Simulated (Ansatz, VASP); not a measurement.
Two plane-wave programs on SiC

```
Si C
1.0
     2.84659    0.00000    0.00000
    -1.42330    2.46522    0.00000
     0.00000    0.00000    9.31899
Si C
4 4
Direct
  0.66667 0.33333 0.93784
  0.33333 0.66667 0.43784
  0.00000 0.00000 0.68790
  0.00000 0.00000 0.18790
  0.66667 0.33333 0.74981
  0.33333 0.66667 0.24981
  0.00000 0.00000 0.50045
  0.00000 0.00000 0.00045
```

Change from the starting cell: strain -0.080 along x and y, -0.080 along z, atoms carried along.

Alike in both runs: task single point; functional PBE; k mesh 12 × 12 × 4; occupations gaussian, width 0.05 eV; no spin polarisation.

|  | VASP | Ansatz |
| --- | --- | --- |
| version | VASP 6.6.1 | Ansatz 0.2.0 |
| potentials or method | VASP PAW PBE potentials, release 64 (Si, C), cutoff 520 eV | scalar-relativistic, plane waves, PAW |
| valence electrons in the cell | 32 | 32 |

Ansatz gave:

```
gap on the k mesh at the Fermi level (eV)                     : 2.23
least direct gap on the mesh (eV)                             : 3.39
pressure (GPa)                                                : 86.0
traceless stress, the component that is largest in VASP (GPa) : -0.99
rms of the force components (eV/Å)                            : 0.039
```

Question: What did VASP give for the same quantities?

Answer: gap on the k mesh at the Fermi level (eV): 2.22; least direct gap on the mesh (eV): 3.38; pressure (GPa): 85.8; traceless stress, the component that is largest in VASP (GPa): -0.99; rms of the force components (eV/Å): 0.039.

Atom by atom the forces differ by 0.001 eV/Å (rms over components). Both programs put the cell under a high pressure, so it lies far from rest at this level.

Noted on VASP's run: the cell as given lies far from equilibrium.
